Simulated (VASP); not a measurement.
Be: single point with PBE

Crystal: Be.

```
Be
1.0
     0.00000    2.41598    2.41598
     2.41598    0.00000    2.41598
     2.41598    2.41598    0.00000
Be
2
Direct
  0.00000 0.00000 0.00000
  0.25000 0.25000 0.25000
```

This isn't the form of Be at room conditions, which is hcp.

| Quantity | Value |
| --- | --- |
| Program | VASP 6.6.1 |
| Task | single point |
| Functional | PBE |
| Potentials or basis | VASP PAW PBE potentials, release 64 (Be) |
| Cutoff | 520 eV |
| k mesh | 38 × 38 × 38 |
| Occupations | fermi-dirac, width 0.0612256 eV |
| Spin | no spin polarisation |
| Dipole correction | no |
| Further INCAR settings | ALGO = Normal; EDIFF = 1e-07; NBANDS = 9 |

| Quantity | Value |
| --- | --- |
| Pressure | 1.9 GPa |
| Band gap on the k mesh | zero (bands 2 and 3 overlap by 6.47 eV) |

Levels at points of the mesh, in eV from the Fermi level:
| k point | band 1 | band 2 | band 3 | band 4 | band 5 |
| --- | --- | --- | --- | --- | --- |
| (0.00, 0.00, 0.00) | -7.46 | 4.90 | 4.90 | 4.90 | 7.47 |
| (0.50, 0.00, 0.00) | -3.71 | -3.63 | 3.11 | 3.11 | 8.64 |
| (0.50, 0.50, 0.00) | -2.44 | -2.44 | 0.73 | 0.73 | 6.36 |

Run time: 2.4 min on 1 thread of Intel(R) Xeon(R) 6975P-C (Granite Rapids) (shared host), peak memory 0.41 GiB.
